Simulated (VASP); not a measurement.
The system is Sb.

```xyz
4
Lattice="-3.9685 0.0000 0.0000 0.0000 -4.8650 0.0000 1.9842 0.0000 5.9910" Properties=species:S:1:pos:R:3 pbc="T T T"
Sb    0.0000   -4.4271    1.1742
Sb   -1.9842   -2.8703    1.1742
Sb   -1.9842   -0.4378    4.8168
Sb    0.0000   -1.9946    4.8168
```

| Quantity | Value |
| --- | --- |
| Program | VASP 6.6.1 |
| Task | relaxation of cell and atoms |
| Functional | PBE |
| Potentials or basis | VASP PAW PBE potentials, release 64 (Sb) |
| Cutoff | 600 eV |
| k mesh | 6 × 6 × 6 |
| Occupations | fermi-dirac, width 0.0769 eV |
| Spin | no spin polarisation |

At the start: pressure 29.4 GPa; volume 28.92 Å³/atom.

Where does the relaxation end?

Over 22 steps the energy falls by 1020.8 meV/atom and the volume is 32.57 Å³/atom (+12.6 %); space group Cmce (No. 64, to 0.05 Å).

Step by step:
```tsv
step	energy change (eV)	largest force (eV/Å)	pressure (GPa)	volume (Å³)
1	0.0000	5.6253	29.38	115.67
2	-0.5153	1.7095	-7.15	228.94
3	-3.8610	0.2405	-2.18	158.17
4	-3.8962	0.3130	-1.29	154.84
5	-3.9048	0.4576	-0.46	152.06
6	-3.9044	0.4113	-0.71	152.85
7	-3.9468	0.2714	-0.69	150.86
8	-3.9850	0.1855	-0.65	147.10
9	-4.0041	0.1930	0.22	142.26
10	-4.0044	0.1767	0.12	142.75
11	-4.0205	0.1371	0.01	141.04
12	-4.0548	0.0951	-0.23	135.90
13	-4.0304	0.2499	0.04	125.58
14	-4.0630	0.1487	-0.19	132.73
15	-4.0783	0.0491	-0.03	130.92
16	-4.0804	0.0738	0.08	129.96
17	-4.0818	0.0565	0.03	130.11
18	-4.0829	0.0205	-0.08	130.44
19	-4.0831	0.0157	0.05	130.15
20	-4.0831	0.0141	0.04	130.19
21	-4.0831	0.0112	0.03	130.21
22	-4.0833	0.0073	0.02	130.29
```

Final structure:
```
Sb
1.0
    -4.36097    0.00000    0.00000
     0.00000   -4.80362    0.00000
     2.18048    0.00000    6.21958
Sb
4
Direct
  0.11518 0.95355 0.23036
  0.61518 0.54645 0.23036
  0.88482 0.04645 0.76964
  0.38482 0.45355 0.76964
```
